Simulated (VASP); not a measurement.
# CdSe (F-43m) in VASP: further runs, part 2 of 2

VASP 6.6.1. Earlier steps stand in the parts before.

**4. Single point, r2SCAN**

POSCAR

```
CdSe
1.0
    0.0000000000      3.0677809654      3.0677809654
    3.0677809654      0.0000000000      3.0677809654
    3.0677809654      3.0677809654      0.0000000000
Cd Se
1 1
Direct
    0.0000000000      0.0000000000      0.0000000000
    0.2500000000      0.2500000000      0.2500000000
```

INCAR.step1

```
SYSTEM = CdSe
PREC = Accurate
ENCUT = 520
ISMEAR = 0
SIGMA = 0.01
LREAL = .FALSE.
LASPH = .TRUE.
NELM = 100
NBANDS = 16
GGA = PE
ALGO = Normal
EDIFF = 1E-4
LWAVE = .TRUE.
LCHARG = .FALSE.
```

INCAR.step2

```
SYSTEM = CdSe
PREC = Accurate
ENCUT = 520
EDIFF = 1E-6
ISMEAR = 0
SIGMA = 0.01
LREAL = .FALSE.
LASPH = .TRUE.
NELM = 100
ALGO = Normal
ISIF = 2
LWAVE = .FALSE.
LCHARG = .FALSE.
METAGGA = R2SCAN
LMIXTAU = .TRUE.
NBANDS = 16
ISTART = 1
```

KPOINTS

```
Automatic mesh
0
G
  8 8 8
  0 0 0
```

Potentials or basis: VASP PAW PBE potentials, release 64 (Cd, Se).

On the command line:

```console
$ cat potpaw_PBE.64/Cd/POTCAR potpaw_PBE.64/Se/POTCAR > POTCAR
$ cp INCAR.step1 INCAR
$ mpirun -np 1 vasp_std > vasp.out
$ cp INCAR.step2 INCAR
$ mpirun -np 1 vasp_std > vasp.out
```

OUTCAR:

```text
SYSTEM = CdSe
   PREC = Accurate
   ENCUT = 520
   EDIFF = 1E-6
   ISMEAR = 0
   LREAL = .FALSE.
   LASPH = .TRUE.
   NELM = 100
   ISIF = 2
   METAGGA = R2SCAN
   ISTART = 1

 ion  position               nearest neighbor table
   1  0.000  0.000  0.000-   2 2.66   2 2.66   2 2.66   2 2.66
   2  0.250  0.250  0.250-   1 2.66   1 2.66   1 2.66   1 2.66

  LATTYP: Found a face centered cubic cell.
 ALAT       =     6.1355619308

  Lattice vectors:

 A1 = (   0.0000000000,   3.0677809654,   3.0677809654)
 A2 = (   3.0677809654,   0.0000000000,   3.0677809654)
 A3 = (   3.0677809654,   3.0677809654,   0.0000000000)

Analysis of symmetry for initial positions (statically):
=====================================================================
 Subroutine PRICEL returns:
 Original cell was already a primitive cell.

 Routine SETGRP: Setting up the symmetry group for a
 face centered cubic supercell.

 Subroutine GETGRP returns: Found 24 space group operations
 (whereof 24 operations were pure point group operations)
 out of a pool of 48 trial point group operations.

The static configuration has the point symmetry T_d .

Analysis of symmetry for dynamics (positions and initial velocities):
=====================================================================
 Subroutine PRICEL returns:
 Original cell was already a primitive cell.

 Routine SETGRP: Setting up the symmetry group for a
 face centered cubic supercell.

 Subroutine GETGRP returns: Found 24 space group operations
 (whereof 24 operations were pure point group operations)
 out of a pool of 48 trial point group operations.

The dynamic configuration has the point symmetry T_d .

 Subroutine INISYM returns: Found 24 space group operations
 (whereof 24 operations are pure point group operations),
 and found     1 'primitive' translations

----------------------------------------------------------------------------------------

                                     Primitive cell

[... 104 lines left out ...]
   EFERMI =   0.00;   METHOD = LEGACY
   ISMEAR =     0;   SIGMA  =   0.01  broadening in eV -4-tet -1-fermi 0-gaus
   EFERMI_NEDOS =   21; number of points for ismear=-14 and -15
   IALGO  =     38    algorithm
   IMIX   =      4    mixing-type and parameters
     AMIX     =   0.40;   BMIX     =  1.00
     AMIX_MAG =   1.60;   BMIX_MAG =  1.00
  volume/ion in A,a.u.               =      28.87       194.84
  Fermi-wavevector in a.u.,A,eV,Ry     =   1.110021  2.097636 16.764382  1.232147
  Thomas-Fermi vector in A             =   2.246568
   LORBIT       =      0    0 simple, 1 ext, 2 COOP (PROOUT), +10 PAW based schemes
   METAGGA = R2SCAN    functional components
   LHFCALC =     F    Hartree Fock is set to
   AEXX    =    0.0000 exact exchange contribution
   IVDW    =     0    specifies the selected vdW correction
   LEPSILON=     F    determine dielectric tensor
   LRPA    =     F    only Hartree local field effects (RPA)
 non-spin polarized calculation
 Gauss-broadening in eV      SIGMA  =   0.01
  energy-cutoff  :      520.00
  volume of cell :       57.74
 maximum number of plane-waves:      1588
   NGX = 17   NGY = 17   NGZ = 17

 number of electron      18.0000008 magnetization

 Free energy of the ion-electron system (eV)
  ---------------------------------------------------
  ext. energy  EPLUGINS =         0.00000000
  ---------------------------------------------------
  free energy    TOTEN  =       -35.91581565 eV

  energy without entropy =      -35.91581565  energy(sigma->0) =      -35.91581565

 E-fermi :   0.5463     XC(G=0):  -9.3030

 val. band max:        0.4381653939   @ k =   0.0000   0.0000   0.0000
 cond. band min:       1.4654994262   @ k =   0.0000   0.0000   0.0000
 fundamental gap:      1.0273340323
 Fermi energy:         0.5462869922

 k-point     1 :       0.0000    0.0000    0.0000
  band No.  band energies     occupation
      1     -12.4332      2.00000
      2      -7.6443      2.00000
      3      -7.6443      2.00000
      4      -7.6443      2.00000
      5      -7.2717      2.00000
      6      -7.2717      2.00000
[... 433 lines left out ...]
      3      -7.4918      2.00000
      4      -7.2893      2.00000
      5      -7.2559      2.00000
      6      -6.9037      2.00000
[... 8 lines left out ...]
     15      12.6204      0.00000
     16      13.6228      0.00000

 [... further k-points ...]
[... 5 lines left out ...]
  --------------------------------------------------------------------------------------
  -------------------------------------------------------------------------------------
  Total        0.0673897      0.0673897      0.0673897      0.0000000     -0.0000000      0.0000000
  in kB        1.8698246      1.8698246      1.8698246      0.0000000     -0.0000000      0.0000000
  external PRESSURE =       1.8698246 kB  Pullay stress =       0.0000000 kB

 VOLUME and BASIS-vectors are now :
 -----------------------------------------------------------------------------
  energy-cutoff  :      520.00
  volume of cell :       57.74
      direct lattice vectors                 reciprocal lattice vectors
     0.000000000  3.067780965  3.067780965    -0.162984257  0.162984257  0.162984257
     3.067780965  0.000000000  3.067780965     0.162984257 -0.162984257  0.162984257
     3.067780965  3.067780965  0.000000000     0.162984257  0.162984257 -0.162984257

 POSITION                                       TOTAL-FORCE (eV/Angst)
 -----------------------------------------------------------------------------------
      0.00000      0.00000      0.00000         0.000000      0.000000      0.000000
      1.53389      1.53389      1.53389        -0.000000     -0.000000     -0.000000
 -----------------------------------------------------------------------------------
    total drift:                               -0.000004     -0.000004     -0.000004

  FREE ENERGIE OF THE ION-ELECTRON SYSTEM (eV)
  ---------------------------------------------------
  free  energy   TOTEN  =       -35.9158156502 eV

  energy  without entropy=      -35.9158156502  energy(sigma->0) =      -35.91581565
```

OUTCAR.step1:

```text
SYSTEM = CdSe
   PREC = Accurate
   ENCUT = 520
   ISMEAR = 0
   LREAL = .FALSE.
   LASPH = .TRUE.
[... 677 lines left out ...]
      0.00000      0.00000      0.00000         0.000000      0.000000      0.000000
      1.53389      1.53389      1.53389        -0.000000     -0.000000     -0.000000
 -----------------------------------------------------------------------------------
    total drift:                               -0.000000     -0.000000     -0.000000

  FREE ENERGIE OF THE ION-ELECTRON SYSTEM (eV)
  ---------------------------------------------------
  free  energy   TOTEN  =        -5.4889795598 eV

  energy  without entropy=       -5.4889795598  energy(sigma->0) =       -5.48897956
```

Wall time 1.8 min (1 thread of AMD EPYC 7R43 (Zen 3), shared host); peak memory 0.16 GiB.

Results:

- Free energy: -35.9158 eV
- Pressure: 0.2 GPa
- Band gap on the k mesh: 1.03 eV, direct

Caveat: the PAW data sets were made with another functional, which shifts forces and pressure a little.

**5. Summary**

```tsv
level	k mesh	smearing	gap on the mesh (eV)	pressure (GPa)
PBE	4 × 4 × 4	gaussian 0.01 eV	0.54	1.9
PBE	8 × 8 × 8	fermi-dirac 0.02 eV	0.55	1.7
r2SCAN	8 × 8 × 8	gaussian 0.01 eV	1.03	0.2
```

Alike in all rows: task single point; potentials or basis VASP PAW PBE potentials, release 64 (Cd, Se); no spin polarisation; cell as given; cutoff (eV) 520.

Caveats: some runs use coarse meshes; the PAW data sets were made with another functional, which shifts forces and pressure a little (some runs).

Absolute energies hang on the potentials; compare differences alone.
